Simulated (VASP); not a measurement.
# Pt (Cmcm) in VASP: a series of runs

The runs below take Pt through single point, with PBE.

Program: VASP 6.6.1. These are calculated values, not measurements. Logs are shortened: lines on timing, memory, paths and dates and some standing lists are left out, and cuts for length are marked.

## (1) The cell of the first run

It takes space group Cmcm (No. 63, orthorhombic). The conventional cell has a = 2.759 Å, b = 5.017 Å, c = 4.781 Å, α = 90.00°, β = 90.00°, γ = 90.00°. Within 3.6 Å of Pt (site symmetry m2m) lie 12 Pt at 2.76 to 2.92 Å.

## (2) Single point, PBE (normal strain along x +0.0000, normal strain along y +0.0500)

INCAR reads:

```
ALGO = Fast ; EDIFF = 1E-7
ENCUT = 520 ; GGA = PE
ISIF = 2 ; ISMEAR = 0
LASPH = T ; LCHARG = T
LELF = T ; LREAL = F
LVHAR = T ; LWAVE = F
NBANDS = 17 ; NELM = 100
PREC = Accurate ; SIGMA = 0.15
```

KPOINTS reads:

```
k-points
0
Gamma
  18 18 10
```

POSCAR reads:

```
Pt
1.0
    2.7585396147      0.0000000000      0.0000000000
   -1.3792698074      2.5084136529      0.0000000000
    0.0000000000      0.0000000000      4.7813829983
Pt
2
Direct
    0.6666666667      0.3333333333      0.7500000000
    0.3333333333      0.6666666667      0.2500000000
```

Potentials or basis: VASP PAW PBE potentials, release 64 (Pt).

On the command line:

```
cat potpaw_PBE.64/Pt/POTCAR > POTCAR
mpirun -np 1 vasp_std > vasp.out
```

OUTCAR:

```text
EDIFF = 1E-7
   ENCUT = 520
   GGA = PE
   ISIF = 2
   ISMEAR = 0
   LASPH = T
   LREAL = F
   NELM = 100
   PREC = Accurate

 ion  position               nearest neighbor table
   1  0.667  0.333  0.750-   2 2.88   2 2.88   2 2.88   2 2.88   2 2.92   2 2.92
   2  0.333  0.667  0.250-   1 2.88   1 2.88   1 2.88   1 2.88   1 2.92   1 2.92

  LATTYP: Found a base centered orthorhombic cell.
 ALAT       =     2.7585396147
 B/A-ratio  =     1.8186533480
 C/A-ratio  =     1.7333022781

  Lattice vectors:

 A1 = (   1.3792698074,  -2.5084136529,   0.0000000000)
 A2 = (   1.3792698073,   2.5084136529,   0.0000000000)
 A3 = (   0.0000000000,   0.0000000000,   4.7813829983)

Analysis of symmetry for initial positions (statically):
=====================================================================
 Subroutine PRICEL returns:
 Original cell was already a primitive cell.

 Routine SETGRP: Setting up the symmetry group for a
 base centered orthorhombic supercell.

 Subroutine GETGRP returns: Found  8 space group operations
 (whereof  4 operations were pure point group operations)
 out of a pool of  8 trial point group operations.

The static configuration has the point symmetry C_2h.
 The point group associated with its full space group is D_2h.

Analysis of symmetry for dynamics (positions and initial velocities):
=====================================================================
 Subroutine PRICEL returns:
 Original cell was already a primitive cell.

 Routine SETGRP: Setting up the symmetry group for a
 base centered orthorhombic supercell.

 Subroutine GETGRP returns: Found  8 space group operations
 (whereof  4 operations were pure point group operations)
 out of a pool of  8 trial point group operations.

The dynamic configuration has the point symmetry C_2h.
 The point group associated with its full space group is D_2h.

 Subroutine INISYM returns: Found  8 space group operations
 (whereof  4 operations are pure point group operations),
 and found     1 'primitive' translations

----------------------------------------------------------------------------------------

                                     Primitive cell

  volume of cell :      33.0851

  direct lattice vectors                    reciprocal lattice vectors
     2.758539615  0.000000000  0.000000000     0.362510654  0.199329165  0.000000000
    -1.379269807  2.508413653  0.000000000     0.000000000  0.398658331  0.000000000
     0.000000000  0.000000000  4.781382998     0.000000000  0.000000000  0.209144509

  length of vectors
     2.758539615  2.862607947  4.781382998     0.413698067  0.398658331  0.209144509

  position of ions in fractional coordinates (direct lattice)
     0.666666667  0.333333333  0.750000000
     0.333333333  0.666666667  0.250000000

  ion indices of the primitive-cell ions
   primitive index   ion index
                 1           1
                 2           2

----------------------------------------------------------------------------------------

 KPOINTS: k-points

Automatic generation of k-mesh.
 Grid dimensions read from file:
 generate k-points for:   18   18   10

 Generating k-lattice:

  Cartesian coordinates                     Fractional coordinates (reciprocal lattice)
     0.020139481  0.011073843  0.000000000     0.055555556  0.000000000  0.000000000
     0.000000000  0.022147685  0.000000000     0.000000000  0.055555556  0.000000000
     0.000000000  0.000000000  0.020914451     0.000000000  0.000000000  0.100000000

  Length of vectors
     0.022983226  0.022147685  0.020914451

  Shift w.r.t. Gamma in fractional coordinates (k-lattice)
     0.000000000  0.000000000  0.000000000

 Subroutine IBZKPT returns following result:
 ===========================================

 Found    546 irreducible k-points:

 Following reciprocal coordinates:
            Coordinates               Weight
  0.000000  0.000000  0.000000      1.000000
  0.055556 -0.000000  0.000000      4.000000
  0.111111 -0.000000  0.000000      4.000000
  0.166667 -0.000000  0.000000      4.000000
  0.222222  0.000000  0.000000      4.000000
  0.277778 -0.000000  0.000000      4.000000
[... 16 lines left out ...]
 -0.333333  0.055556  0.000000      4.000000
 -0.277778  0.055556  0.000000      4.000000
 [... further k-points ...]
   k-points           NKPTS =    546   k-points in BZ     NKDIM =    546   number of bands    NBANDS=     17
   number of dos      NEDOS =    301   number of ions     NIONS =      2
   total plane-waves  NPLWV =  20736
   dimension x,y,z NGX =    24 NGY =   24 NGZ =   36
   dimension x,y,z NGXF=    48 NGYF=   48 NGZF=   72
   ions per type =               2
   NGX,Y,Z   is equivalent  to a cutoff of  14.46, 13.94, 12.52 a.u.
   NGXF,Y,Z  is equivalent  to a cutoff of  28.93, 27.88, 25.03 a.u.
 SYSTEM =  unknown system
   PREC   = accura    normal or accurate (medium, high low for compatibility)
   ISTART =      0    job   : 0-new  1-cont  2-samecut
   ICHARG =      2    charge: 1-file 2-atom 10-const
   ISPIN  =      1    spin polarized calculation?
   LNONCOLLINEAR =      F non collinear calculations
   LSORBIT =      F    spin-orbit coupling
   LASPH  =      T    aspherical Exc in radial PAW
   ENCUT  =  520.0 eV  38.22 Ry    6.18 a.u.   5.13  5.32  8.89*2*pi/ulx,y,z
   NELM   =    100;   NELMIN=  2; NELMDL= -5     # of ELM steps
   EDIFF  = 0.1E-06   stopping-criterion for ELM
   LREAL  =      F    real-space projection
   EDIFFG = 0.1E-05   stopping-criterion for IOM
   NSW    =      0    number of steps for IOM
   IBRION =     -1    ionic relax: 0-MD 1-quasi-New 2-CG
   NFREE  =      0    steps in history (QN), initial steepest desc. (CG)
   ISIF   =      2    stress and relaxation
   ISYM   =      2    0-nonsym 1-usesym 2-fastsym
   POTIM  = 0.5000    time-step for ionic-motion
   TEBEG  =    0.0;   TEEND  =   0.0 temperature during run
   PSTRESS=    0.0 pullay stress
   NELECT =      20.0000    total number of electrons
   NUPDOWN=      -1.0000    fix difference up-down
   EMIN   =  10.00;   EMAX   =-10.00  energy-range for DOS
   EFERMI =   0.00;   METHOD = LEGACY
   ISMEAR =     0;   SIGMA  =   0.15  broadening in eV -4-tet -1-fermi 0-gaus
   EFERMI_NEDOS =   21; number of points for ismear=-14 and -15
   IALGO  =     68    algorithm
   IMIX   =      4    mixing-type and parameters
     AMIX     =   0.40;   BMIX     =  1.00
     AMIX_MAG =   1.60;   BMIX_MAG =  1.00
  volume/ion in A,a.u.               =      16.54       111.63
  Fermi-wavevector in a.u.,A,eV,Ry     =   1.384228  2.615811 26.069936  1.916086
  Thomas-Fermi vector in A             =   2.508752
   LORBIT       =      0    0 simple, 1 ext, 2 COOP (PROOUT), +10 PAW based schemes
   GGA     = PE    functional components
   LHFCALC =     F    Hartree Fock is set to
   AEXX    =    0.0000 exact exchange contribution
   IVDW    =     0    specifies the selected vdW correction
   LEPSILON=     F    determine dielectric tensor
   LRPA    =     F    only Hartree local field effects (RPA)
 non-spin polarized calculation
 RMM-DIIS sequential band-by-band and
 Gauss-broadening in eV      SIGMA  =   0.15
  energy-cutoff  :      520.00
  volume of cell :       33.09
 maximum number of plane-waves:       910
 NGX is ok and might be reduce to    24
   NGX = 11   NGY = 11   NGZ = 17

 number of electron      20.0000003 magnetization

 Free energy of the ion-electron system (eV)
  ---------------------------------------------------
  ext. energy  EPLUGINS =         0.00000000
  ---------------------------------------------------
  free energy    TOTEN  =       -12.01935453 eV

  energy without entropy =      -11.96868927  energy(sigma->0) =      -11.99402190

 E-fermi :   9.5525     XC(G=0): -12.9359

 val. band max:        9.5523576899   @ k =   0.1111   0.4444   0.0000
 cond. band min:       9.5525272878   @ k =   0.1111   0.3889   0.0000
 fundamental gap:      0.0001695979
 Fermi energy:         9.5525005444

 k-point     1 :       0.0000    0.0000    0.0000
  band No.  band energies     occupation
      1       0.3550      2.00000
      2       3.0424      2.00000
      3       6.0347      2.00000
      4       6.0467      2.00000
      5       6.4597      2.00000
      6       6.8027      2.00000
[... 9 lines left out ...]
     16      26.8345      0.00000
     17      29.2724      0.00000

 k-point     2 :       0.0556   -0.0000    0.0000
  band No.  band energies     occupation
      1       0.4633      2.00000
      2       3.1413      2.00000
      3       5.9913      2.00000
      4       6.1643      2.00000
      5       6.4982      2.00000
      6       6.7985      2.00000
[... 9 lines left out ...]
     16      26.9587      0.00000
     17      28.7467      0.00000

 k-point     3 :       0.1111   -0.0000    0.0000
  band No.  band energies     occupation
      1       0.7808      2.00000
      2       3.4218      2.00000
      3       5.9197      2.00000
      4       6.4030      2.00000
      5       6.5631      2.00000
      6       6.8369      2.00000
[... 9 lines left out ...]
     16      26.7917      0.00000
     17      27.8599      0.00000

 k-point     4 :       0.1667   -0.0000    0.0000
  band No.  band energies     occupation
      1       1.2834      2.00000
      2       3.8214      2.00000
      3       5.7799      2.00000
      4       6.4623      2.00000
      5       6.5086      2.00000
      6       6.7764      2.00000
[... 9 lines left out ...]
     16      26.6422      0.00000
     17      27.0328      0.00000
[... 343 lines left out ...]
      1       3.4858      2.00000
      2       4.0864      2.00000
      3       4.6680      2.00000
      4       6.1629      2.00000
      5       6.3652      2.00000
      6       6.7501      2.00000
[... 9 lines left out ...]
     16      23.4829      0.00000
     17      23.9760      0.00000

 k-point    23 :      -0.3333    0.0556    0.0000
  band No.  band energies     occupation
      1       3.0140      2.00000
      2       4.2733      2.00000
      3       5.0318      2.00000
      4       5.8990      2.00000
      5       6.3915      2.00000
      6       6.5251      2.00000
[... 9 lines left out ...]
     16      24.7422      0.00000
     17      25.8963      0.00000

 k-point    24 :      -0.2778    0.0556    0.0000
  band No.  band energies     occupation
      1       2.3606      2.00000
      2       4.3405      2.00000
      3       5.5109      2.00000
      4       5.7155      2.00000
      5       6.2722      2.00000
      6       6.7418      2.00000
[... 9 lines left out ...]
     16      25.6494      0.00000
     17      27.6565      0.00000

 [... further k-points ...]
[... 5 lines left out ...]
  --------------------------------------------------------------------------------------
  -------------------------------------------------------------------------------------
  Total       -1.5706196     -3.1379281     -1.8050081      0.0000000      0.0000000      0.0000000
  in kB      -76.0588348   -151.9573309    -87.4093342      0.0000000      0.0000000      0.0000000
  external PRESSURE =    -105.1418333 kB  Pullay stress =       0.0000000 kB

 VOLUME and BASIS-vectors are now :
 -----------------------------------------------------------------------------
  energy-cutoff  :      520.00
  volume of cell :       33.09
      direct lattice vectors                 reciprocal lattice vectors
     2.758539615  0.000000000  0.000000000     0.362510654  0.199329165  0.000000000
    -1.379269807  2.508413653  0.000000000     0.000000000  0.398658331  0.000000000
     0.000000000  0.000000000  4.781382998     0.000000000  0.000000000  0.209144509

 POSITION                                       TOTAL-FORCE (eV/Angst)
 -----------------------------------------------------------------------------------
      1.37927      0.83614      3.58604         0.000000     -0.019723     -0.000000
     -0.00000      1.67228      1.19535        -0.000000      0.019723      0.000000
 -----------------------------------------------------------------------------------
    total drift:                               -0.000000      0.000000     -0.000000

  FREE ENERGIE OF THE ION-ELECTRON SYSTEM (eV)
  ---------------------------------------------------
  free  energy   TOTEN  =       -12.0193545321 eV

  energy  without entropy=      -11.9686892708  energy(sigma->0) =      -11.99402190
```

Wall time 5.9 min (1 thread of Intel Xeon 8259CL, shared host); peak memory 0.36 GiB.

Results:

| Quantity | Value |
| --- | --- |
| Free energy | -12.0194 eV |
| Pressure | -10.5 GPa |
| Largest force | 0.020 eV/Å |
| Band gap on the k mesh | zero (bands 10 and 11 overlap by 1.12 eV) |

Forces on the atoms (eV/Å):
```
Pt   0.000 -0.020  0.000
Pt   0.000  0.020  0.000
```

Stress tensor (GPa, compression positive):
```
 -7.61   0.00   0.00
  0.00 -15.20   0.00
  0.00   0.00  -8.74
```

Caveat: the cell differs from its parent crystal (normal strain along x +0.0000, normal strain along y +0.0500); the stress differs along the axes, from -15 to -8 GPa; spin-orbit coupling is left out, which moves the levels of the heavy elements.

## (3) Single point, PBE (normal strain along x +0.0500, normal strain along y +0.0000)

INCAR reads:

```
PREC     = Accurate       # precision mode
ENCUT    = 520            # plane-wave cutoff, eV
EDIFF    = 1E-7           # SCF threshold, eV
ISMEAR   = 0              # smearing method
SIGMA    = 0.15           # smearing width, eV
LREAL    = False          # projectors in reciprocal space
LASPH    = True           # aspherical terms in the spheres
NELM     = 80             # most SCF steps
ALGO     = Fast           # electronic algorithm
ISIF     = 2              # what is computed and relaxed
LWAVE    = False          # write WAVECAR
LCHARG   = False          # write CHGCAR
GGA      = PE             # functional
NBANDS   = 17             # bands
```

KPOINTS reads:

```
Automatic mesh
0
Gamma
  18 18 10
```

POSCAR reads:

```
Pt
1.0
    2.8964665954      0.0000000000      0.0000000000
   -1.4482332977      2.3889653837      0.0000000000
    0.0000000000      0.0000000000      4.7813829983
Pt
2
Direct
    0.6666666667      0.3333333333      0.7500000000
    0.3333333333      0.6666666667      0.2500000000
```

Potentials or basis: VASP PAW PBE potentials, release 64 (Pt).

On the command line:

```
cat potpaw_PBE.64/Pt/POTCAR > POTCAR
mpirun -np 1 vasp_std > vasp.out
```

OUTCAR:

```text
PREC = Accurate
   ENCUT = 520
   EDIFF = 1E-7
   ISMEAR = 0
   LREAL = False
   LASPH = True
   NELM = 80
   ISIF = 2
   GGA = PE

 ion  position               nearest neighbor table
   1  0.667  0.333  0.750-   2 2.87   2 2.87   2 2.91   2 2.91   2 2.91   2 2.91
   2  0.333  0.667  0.250-   1 2.87   1 2.87   1 2.91   1 2.91   1 2.91   1 2.91

  Warning from LATTYP: Monoclinic adjustment (A1->A3, A2->A1, A3->A2)!
  LATTYP: Found a base centered orthorhombic cell.
 ALAT       =     2.8964665954
 B/A-ratio  =     1.6495721977
 C/A-ratio  =     1.6507640744

  Lattice vectors:

 A1 = (   1.4482332977,  -2.3889653837,   0.0000000000)
 A2 = (   1.4482332977,   2.3889653837,   0.0000000000)
 A3 = (   0.0000000000,   0.0000000000,   4.7813829983)

Analysis of symmetry for initial positions (statically):
=====================================================================
 Subroutine PRICEL returns:
 Original cell was already a primitive cell.

 Routine SETGRP: Setting up the symmetry group for a
 base centered orthorhombic supercell.

 Subroutine GETGRP returns: Found  8 space group operations
[... 162 lines left out ...]
  ---------------------------------------------------
  ext. energy  EPLUGINS =         0.00000000
  ---------------------------------------------------
  free energy    TOTEN  =       -12.02287373 eV

  energy without entropy =      -11.97244458  energy(sigma->0) =      -11.99765916

 E-fermi :   9.5517     XC(G=0): -12.9360

 val. band max:        9.5490986581   @ k =   0.4444   0.0556   0.2000
 cond. band min:       9.5528607745   @ k =   0.2222  -0.0000   0.0000
 fundamental gap:      0.0037621164
 Fermi energy:         9.5516882186

 k-point     1 :       0.0000    0.0000    0.0000
  band No.  band energies     occupation
      1       0.3554      2.00000
      2       3.0447      2.00000
      3       6.0307      2.00000
      4       6.0688      2.00000
      5       6.4303      2.00000
      6       6.8067      2.00000
[... 457 lines left out ...]
      4       5.6042      2.00000
      5       6.0435      2.00000
      6       6.9745      2.00000
[... 9 lines left out ...]
     16      25.7398      0.00000
     17      27.3950      0.00000

 [... further k-points ...]
[... 5 lines left out ...]
  --------------------------------------------------------------------------------------
  -------------------------------------------------------------------------------------
  Total       -2.9322434     -1.7940218     -1.8192752      0.0000000     -0.0000000      0.0000000
  in kB     -141.9968430    -86.8773132    -88.1002333      0.0000000     -0.0000000      0.0000000
  external PRESSURE =    -105.6581298 kB  Pullay stress =       0.0000000 kB

 VOLUME and BASIS-vectors are now :
 -----------------------------------------------------------------------------
  energy-cutoff  :      520.00
  volume of cell :       33.09
      direct lattice vectors                 reciprocal lattice vectors
     2.896466595  0.000000000  0.000000000     0.345248242  0.209295624  0.000000000
    -1.448233298  2.388965384  0.000000000     0.000000000  0.418591247  0.000000000
     0.000000000  0.000000000  4.781382998     0.000000000  0.000000000  0.209144509

 POSITION                                       TOTAL-FORCE (eV/Angst)
 -----------------------------------------------------------------------------------
      1.44823      0.79632      3.58604         0.000000      0.032530      0.000000
     -0.00000      1.59264      1.19535         0.000000     -0.032530      0.000000
 -----------------------------------------------------------------------------------
    total drift:                               -0.000000      0.000000     -0.000000

  FREE ENERGIE OF THE ION-ELECTRON SYSTEM (eV)
  ---------------------------------------------------
  free  energy   TOTEN  =       -12.0228737314 eV

  energy  without entropy=      -11.9724445796  energy(sigma->0) =      -11.99765916
```

stdout:

```text
POSCAR found type information on POSCAR Pt
 POSCAR found :  1 types and       2 ions
 scaLAPACK will be used
 LDA part: xc-table for (Slater+PW92), standard interpolation
 POSCAR, INCAR and KPOINTS ok, starting setup
 FFT: planning ... GRIDC
 FFT: planning ... GRID_SOFT
 FFT: planning ... GRID
 WAVECAR not read
 entering main loop
```

It took 5.4 min on 1 thread of Intel Xeon 8259CL, shared host; peak memory 0.36 GiB.

What came out:

```
Free energy            : -12.0229 eV
Pressure               : -10.6 GPa
Largest force          : 0.033 eV/Å
Band gap on the k mesh : zero (bands 10 and 11 overlap by 1.17 eV)
```

Forces on the atoms (eV/Å):
```
Pt   0.000  0.033  0.000
Pt   0.000 -0.033  0.000
```

Stress tensor (GPa, compression positive):
```
-14.20   0.00   0.00
  0.00  -8.69   0.00
  0.00   0.00  -8.81
```

Caveat: the cell differs from its parent crystal (normal strain along x +0.0500, normal strain along y +0.0000); the stress differs along the axes, from -14 to -9 GPa; spin-orbit coupling is left out, which moves the levels of the heavy elements.
